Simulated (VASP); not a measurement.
# B19N17 (a cell with a defect) (B_N) in VASP: notebook

The runs below take B19N17 (a cell with a defect) (B_N) through single point, with PBE.

All numbers are computed with VASP 6.6.1; they aren't measurements. Logs are shortened: lines on timing, memory, paths and dates and some standing lists are left out, and cuts for length are marked.

### Step 1. The cell of the first run

The cell holds a defect, 36 atoms: a = 7.465 Å, b = 7.465 Å, c = 6.495 Å, α = 90.00°, β = 90.00°, γ = 120.00°.

### Step 2. Single point, PBE

File INCAR:

```
PREC = Accurate
ENCUT = 520
EDIFF = 1E-6
ISMEAR = 0
SIGMA = 0.01
LREAL = Auto
LASPH = T
NELM = 120
ALGO = Normal
ISIF = 2
LWAVE = F
LCHARG = F
GGA = PE
NELECT = 144.0
NBANDS = 95
GGA_COMPAT = F
```

File KPOINTS:

```
Automatic mesh
0
Gamma
  1 1 1
  0.25 0.25 0.25
```

File POSCAR:

```
B19N17
1.0
    7.4650312809      0.0000000000      0.0000000000
   -3.7325156404      6.4649067293      0.0000000000
    0.0000000000      0.0000000000      6.4954828800
B N
19 17
Direct
    0.1065838589      0.2281874539      0.2505894041
    0.2282868624      0.1062263051      0.7499361138
    0.1054466016      0.5600111628      0.2497600224
    0.2284592140      0.4398573606      0.7487947260
    0.1054507335      0.8945492665      0.2500000000
    0.2274820565      0.7725179435      0.7500000000
    0.4354094005      0.2191386481      0.2511084784
    0.5602177531      0.1060875586      0.7495199150
    0.4347270113      0.5652729887      0.2500000000
    0.5606557944      0.4393442056      0.7500000000
    0.5498879385      0.4501120615      0.2500000000
    0.4399888372      0.8945533984      0.2502399776
    0.5601426394      0.7715407860      0.7512052740
    0.7721372580      0.2278627420      0.2500000000
    0.8942642844      0.1057357156      0.7500000000
    0.7808613519      0.5645905995      0.2488915216
    0.8939124414      0.4397822469      0.7504800850
    0.7718125461      0.8934161411      0.2494105959
    0.8937736949      0.7717131376      0.7500638862
    0.1167776280      0.2164010615      0.7496149225
    0.2114441384      0.1117022680      0.2511447776
    0.1168932841      0.5500009049      0.7497961782
    0.2114715805      0.4500272558      0.2503964680
    0.1168306208      0.8831693792      0.7500000000
    0.2167092651      0.7832907349      0.2500000000
    0.4496470389      0.2155035207      0.7492109479
    0.5495398696      0.1112721481      0.2508783576
    0.4494042099      0.5505957901      0.7500000000
    0.4499990951      0.8831067159      0.7502038218
    0.5499727442      0.7885284195      0.2496035320
    0.7835043933      0.2164956067      0.7500000000
    0.8831848526      0.1168151474      0.2500000000
    0.7844964793      0.5503529611      0.7507890521
    0.8887278519      0.4504601304      0.2491216424
    0.7835989385      0.8832223720      0.7503850775
    0.8882977320      0.7885558616      0.2488552224
```

Potentials or basis: VASP PAW PBE potentials, release 64 (B, N).

Launch:

```sh
$ cat potpaw_PBE.64/B/POTCAR potpaw_PBE.64/N/POTCAR > POTCAR
$ mpirun -np 1 vasp_std > vasp.out
```

OUTCAR:

```text
PREC = Accurate
   ENCUT = 520
   EDIFF = 1E-6
   ISMEAR = 0
   LREAL = Auto
   LASPH = T
   NELM = 120
   ISIF = 2
   GGA = PE
   NELECT = 144.0

 ion  position               nearest neighbor table
   1  0.107  0.228  0.251-  21 1.43  23 1.43  32 1.44
   2  0.228  0.106  0.750-  26 1.43  20 1.43  24 1.44
   3  0.105  0.560  0.250-  23 1.40  34 1.40  25 1.44
   4  0.228  0.440  0.749-  28 1.43  22 1.43  20 1.44
   5  0.105  0.895  0.250-  21 1.40  36 1.40  25 1.44
   6  0.227  0.773  0.750-  24 1.43  22 1.44  29 1.44
[... 28 lines left out ...]
  35  0.784  0.883  0.750-  19 1.43  15 1.44  13 1.44
  36  0.888  0.789  0.249-   5 1.40  18 1.43  16 1.45

  LATTYP: Found a hexagonal cell.
 ALAT       =     7.4650312809
 C/A-ratio  =     0.8701213211

  Lattice vectors:

 A1 = (   7.4650312809,   0.0000000000,   0.0000000000)
 A2 = (  -3.7325156404,   6.4649067293,   0.0000000000)
 A3 = (   0.0000000000,   0.0000000000,   6.4954828800)

Analysis of symmetry for initial positions (statically):
=====================================================================
 Subroutine PRICEL returns:
 Original cell was already a primitive cell.

 Routine SETGRP: Setting up the symmetry group for a
 hexagonal supercell.

 Subroutine GETGRP returns: Found  2 space group operations
 (whereof  1 operations were pure point group operations)
 out of a pool of 24 trial point group operations.

The static configuration has the point symmetry C_1 .
 The point group associated with its full space group is C_2 .

Analysis of symmetry for dynamics (positions and initial velocities):
=====================================================================
 Subroutine PRICEL returns:
 Original cell was already a primitive cell.

 Routine SETGRP: Setting up the symmetry group for a
 hexagonal supercell.

 Subroutine GETGRP returns: Found  2 space group operations
 (whereof  1 operations were pure point group operations)
 out of a pool of 24 trial point group operations.

The dynamic configuration has the point symmetry C_1 .
 The point group associated with its full space group is C_2 .

 Subroutine INISYM returns: Found  2 space group operations
 (whereof  1 operations are pure point group operations),
 and found     1 'primitive' translations

[... 143 lines left out ...]
   EDIFFG = 0.1E-04   stopping-criterion for IOM
   NSW    =      0    number of steps for IOM
   IBRION =     -1    ionic relax: 0-MD 1-quasi-New 2-CG
   NFREE  =      0    steps in history (QN), initial steepest desc. (CG)
   ISIF   =      2    stress and relaxation
   ISYM   =      2    0-nonsym 1-usesym 2-fastsym
   POTIM  = 0.5000    time-step for ionic-motion
   TEBEG  =    0.0;   TEEND  =   0.0 temperature during run
   PSTRESS=    0.0 pullay stress
   NELECT =     144.0000    total number of electrons
   NUPDOWN=      -1.0000    fix difference up-down
   EMIN   =  10.00;   EMAX   =-10.00  energy-range for DOS
   EFERMI =   0.00;   METHOD = LEGACY
   ISMEAR =     0;   SIGMA  =   0.01  broadening in eV -4-tet -1-fermi 0-gaus
   EFERMI_NEDOS =   21; number of points for ismear=-14 and -15
   IALGO  =     38    algorithm
   IMIX   =      4    mixing-type and parameters
     AMIX     =   0.40;   BMIX     =  1.00
     AMIX_MAG =   1.60;   BMIX_MAG =  1.00
  volume/ion in A,a.u.               =       8.71        58.76
  Fermi-wavevector in a.u.,A,eV,Ry     =   1.263166  2.387038 21.709310  1.595589
  Thomas-Fermi vector in A             =   2.396537
   LORBIT       =      0    0 simple, 1 ext, 2 COOP (PROOUT), +10 PAW based schemes
   GGA     = PE    functional components
   LHFCALC =     F    Hartree Fock is set to
   AEXX    =    0.0000 exact exchange contribution
   IVDW    =     0    specifies the selected vdW correction
   LEPSILON=     F    determine dielectric tensor
   LRPA    =     F    only Hartree local field effects (RPA)
 non-spin polarized calculation
 Gauss-broadening in eV      SIGMA  =   0.01
  energy-cutoff  :      520.00
  volume of cell :      313.48
 maximum number of plane-waves:      8452
   NGX = 27   NGY = 27   NGZ = 25

 number of electron     143.9999996 magnetization

 Free energy of the ion-electron system (eV)
  ---------------------------------------------------
  ext. energy  EPLUGINS =         0.00000000
  ---------------------------------------------------
  free energy    TOTEN  =      -297.13868058 eV

  energy without entropy =     -297.13868058  energy(sigma->0) =     -297.13868058

 E-fermi :   5.5201     XC(G=0): -10.3702

 val. band max:        5.4749372846   @ k =  -0.2500   0.5000   0.2500
 cond. band min:       6.5853150551   @ k =  -0.2500   0.5000   0.2500
 fundamental gap:      1.1103777704
 Fermi energy:         5.5201345140

 k-point     1 :       0.2500    0.2500    0.2500
  band No.  band energies     occupation
      1     -15.7048      2.00000
      2     -15.2217      2.00000
      3     -15.1234      2.00000
      4     -14.3907      2.00000
      5     -14.0113      2.00000
      6     -13.8026      2.00000
[... 337 lines left out ...]
     83       9.0946      0.00000
     84       9.6219      0.00000
 [bands above 84 left out]

------------------------ aborting loop because EDIFF is reached ----------------------------------------

  FORCE on cell =-STRESS in cart. coord.  units (eV):
  Direction    XX          YY          ZZ          XY          YZ          ZX
  --------------------------------------------------------------------------------------
  -------------------------------------------------------------------------------------
  Total       58.6085461     56.9704716     22.6444397     -1.4186141     -0.0103782     -0.0059916
  in kB      299.5478401    291.1756538    115.7355615     -7.2505260     -0.0530431     -0.0306228
  external PRESSURE =     235.4863518 kB  Pullay stress =       0.0000000 kB

 VOLUME and BASIS-vectors are now :
 -----------------------------------------------------------------------------
  energy-cutoff  :      520.00
  volume of cell :      313.48
      direct lattice vectors                 reciprocal lattice vectors
     7.465031281  0.000000000  0.000000000     0.133957912  0.077340636  0.000000000
    -3.732515640  6.464906729  0.000000000     0.000000000  0.154681273  0.000000000
     0.000000000  0.000000000  6.495482880     0.000000000  0.000000000  0.153953142

 POSITION                                       TOTAL-FORCE (eV/Angst)
 -----------------------------------------------------------------------------------
     -0.05606      1.47521      1.62770        -0.105441     -0.034649     -0.007928
      1.30768      0.68674      4.87120         0.205091     -0.101549     -0.031074
     -1.30309      3.62042      1.62231        -0.160173      0.144543     -0.001965
      0.06368      2.84364      4.86378         0.197151     -0.128940      0.067316
     -2.55173      5.78318      1.62387        -0.227724      0.131476      0.000000
     -1.18527      4.99426      4.87161         0.206954     -0.119485      0.000000
[... 28 lines left out ...]
      2.55295      5.70995      4.87411        -0.225942      0.077422      0.007549
      3.68787      5.09794      1.61643         0.218720     -0.122135     -0.005249
 -----------------------------------------------------------------------------------
    total drift:                               -0.001902      0.001098     -0.000000

  FREE ENERGIE OF THE ION-ELECTRON SYSTEM (eV)
  ---------------------------------------------------
  free  energy   TOTEN  =      -297.1386805786 eV

  energy  without entropy=     -297.1386805786  energy(sigma->0) =     -297.13868058
```

OSZICAR:

```text
N       E                     dE             d eps       ncg     rms          rms(c)
DAV:   1     0.745523661732E+03    0.74552E+03   -0.74514E+04   768   0.143E+03
DAV:   2    -0.273490330182E+03   -0.10190E+04   -0.96017E+03   940   0.331E+02
DAV:   3    -0.336256203046E+03   -0.62766E+02   -0.62219E+02   912   0.852E+01
DAV:   4    -0.337395718653E+03   -0.11395E+01   -0.11374E+01   912   0.122E+01
DAV:   5    -0.337421996048E+03   -0.26277E-01   -0.26261E-01   912   0.175E+00    0.349E+01
DAV:   6    -0.301936775301E+03    0.35485E+02   -0.85923E+01   848   0.274E+01    0.160E+01
DAV:   7    -0.297935627755E+03    0.40011E+01   -0.87567E+00   872   0.925E+00    0.926E+00
DAV:   8    -0.297115267627E+03    0.82036E+00   -0.26317E+00   880   0.523E+00    0.158E+00
DAV:   9    -0.297131717552E+03   -0.16450E-01   -0.21677E-01   849   0.160E+00    0.747E-01
DAV:  10    -0.297136739195E+03   -0.50216E-02   -0.15825E-02   912   0.421E-01    0.258E-01
DAV:  11    -0.297138346666E+03   -0.16075E-02   -0.29459E-03   849   0.198E-01    0.102E-01
DAV:  12    -0.297138574291E+03   -0.22763E-03   -0.47150E-04   904   0.804E-02    0.490E-02
DAV:  13    -0.297138665274E+03   -0.90983E-04   -0.10443E-04   817   0.378E-02    0.136E-02
DAV:  14    -0.297138679926E+03   -0.14652E-04   -0.21603E-05   888   0.161E-02    0.481E-03
DAV:  15    -0.297138680579E+03   -0.65218E-06   -0.15788E-06   633   0.494E-03
   1 F= -.29713868E+03 E0= -.29713868E+03  d E =-.448277E-11
```

stdout:

```text
POSCAR found type information on POSCAR B N
 POSCAR found :  2 types and      36 ions
 scaLAPACK will be used
 LDA part: xc-table for (Slater+PW92), standard interpolation
 POSCAR, INCAR and KPOINTS ok, starting setup
 FFT: planning ... GRIDC
 FFT: planning ... GRID_SOFT
 FFT: planning ... GRID
 WAVECAR not read
 entering main loop
 the old and the new charge density differ
 old charge density:   142.00000 new  144.00000
    0.349E+01
```

Wall time 1.9 min (1 thread of Intel Xeon 6975P-C (Granite Rapids), shared host); peak memory 0.39 GiB.

Results:

```yaml
Free_energy: -297.1387 eV
Largest_force: 0.356 eV/Å
```

Forces in eV/Å, atoms in the order of the input:
```
B   -0.105 -0.035 -0.008
B    0.205 -0.102 -0.031
B   -0.160  0.145 -0.002
B    0.197 -0.129  0.067
B   -0.228  0.131  0.000
B    0.207 -0.119  0.000
B   -0.342  0.097 -0.017
B    0.175 -0.093  0.021
B   -0.081  0.047  0.000
B    0.184 -0.106  0.000
B    0.178 -0.103  0.000
B   -0.205  0.066  0.002
B    0.210 -0.106 -0.067
B   -0.187  0.108  0.000
B    0.122 -0.070  0.000
B   -0.255  0.248  0.017
B    0.168 -0.105 -0.021
B   -0.023  0.109  0.008
B    0.190 -0.127  0.031
N   -0.180  0.157 -0.008
N    0.215 -0.128  0.005
N   -0.219  0.125 -0.010
N    0.166 -0.030  0.009
N   -0.209  0.121  0.000
N    0.143 -0.082  0.000
N   -0.168  0.097  0.026
N    0.296 -0.006  0.000
N   -0.197  0.114  0.000
N   -0.218  0.127  0.010
N    0.109 -0.129 -0.009
N   -0.121  0.070  0.000
N    0.158 -0.091  0.000
N   -0.169  0.097 -0.026
N    0.153 -0.254  0.000
N   -0.226  0.077  0.008
N    0.219 -0.122 -0.005
```

Levels at points of the mesh, in eV from the Fermi level:
```
           k point  band 68  band 69  band 70  band 71  band 72  band 73  band 74  band 75  band 76  band 77
(0.25, 0.25, 0.25)    -3.50    -3.22    -1.11    -0.92    -0.06     1.13     1.19     1.21     2.07     2.49
```

Caveat: the k points lie up to 0.97 Å⁻¹ apart; the cell carries a net charge on a neutralising background, which shifts energy and pressure; the cell is charged against a uniform background, so pressure and absolute levels hang on convention.

### Step 3. Single point, PBE

File INCAR:

```
SYSTEM = B19N17
  PREC = Accurate
  ENCUT = 520
  EDIFF = 1E-6
  ISMEAR = 0
  SIGMA = 0.01
  LREAL = Auto
  LASPH = .True.
  NELM = 120
  ALGO = Normal
  ISIF = 2
  LWAVE = .False.
  LCHARG = .False.
  GGA = PE
  NBANDS = 95
  NELECT = 144.0
  GGA_COMPAT = .False.
```

KPOINTS is that of step 2.

POSCAR: that of step 2 with these lines changed.

```diff
@@ -2,5 +2,5 @@
 1.0
-    7.4650312809      0.0000000000      0.0000000000
-   -3.7325156404      6.4649067293      0.0000000000
-    0.0000000000      0.0000000000      6.4954828800
+    7.4650312844      0.0000000000      0.0000000000
+   -3.7325156422      6.4649067324      0.0000000000
+    0.0000000000      0.0000000000      6.4954828762
 B N
```

Potentials or basis: VASP PAW PBE potentials, release 64 (B, N).

Launch:

```sh
$ cat potpaw_PBE.64/B/POTCAR potpaw_PBE.64/N/POTCAR > POTCAR
$ mpirun -np 1 vasp_std > vasp.out
```

Run time: 1.9 min. Hardware: 1 thread of Intel Xeon 6975P-C (Granite Rapids), shared host; peak memory 0.39 GiB.

The run converged. Its results:

```
Free energy   : -297.1387 eV
Largest force : 0.356 eV/Å
```

Forces in eV/Å, atoms in the order of the input:
```
B   -0.105 -0.035 -0.008
B    0.205 -0.102 -0.031
B   -0.160  0.145 -0.002
B    0.197 -0.129  0.067
B   -0.228  0.131  0.000
B    0.207 -0.119  0.000
B   -0.342  0.097 -0.017
B    0.175 -0.093  0.021
B   -0.081  0.047  0.000
B    0.184 -0.106  0.000
B    0.178 -0.103  0.000
B   -0.205  0.066  0.002
B    0.210 -0.106 -0.067
B   -0.187  0.108  0.000
B    0.122 -0.070  0.000
B   -0.255  0.248  0.017
B    0.168 -0.105 -0.021
B   -0.023  0.109  0.008
B    0.190 -0.127  0.031
N   -0.180  0.157 -0.008
N    0.215 -0.128  0.005
N   -0.219  0.125 -0.010
N    0.166 -0.030  0.009
N   -0.209  0.121  0.000
N    0.143 -0.082  0.000
N   -0.168  0.097  0.026
N    0.296 -0.006  0.000
N   -0.197  0.114  0.000
N   -0.218  0.127  0.010
N    0.109 -0.129 -0.009
N   -0.121  0.070  0.000
N    0.158 -0.091  0.000
N   -0.169  0.097 -0.026
N    0.153 -0.254  0.000
N   -0.226  0.077  0.008
N    0.219 -0.122 -0.005
```

Levels at points of the mesh, in eV from the Fermi level:
| k point | band 68 | band 69 | band 70 | band 71 | band 72 | band 73 | band 74 | band 75 | band 76 | band 77 |
| --- | --- | --- | --- | --- | --- | --- | --- | --- | --- | --- |
| (0.25, 0.25, 0.25) | -3.50 | -3.22 | -1.11 | -0.92 | -0.06 | 1.13 | 1.19 | 1.21 | 2.07 | 2.49 |

Caveat: the k points lie up to 0.97 Å⁻¹ apart; the cell carries a net charge on a neutralising background, which shifts energy and pressure; the cell is charged against a uniform background, so pressure and absolute levels hang on convention.
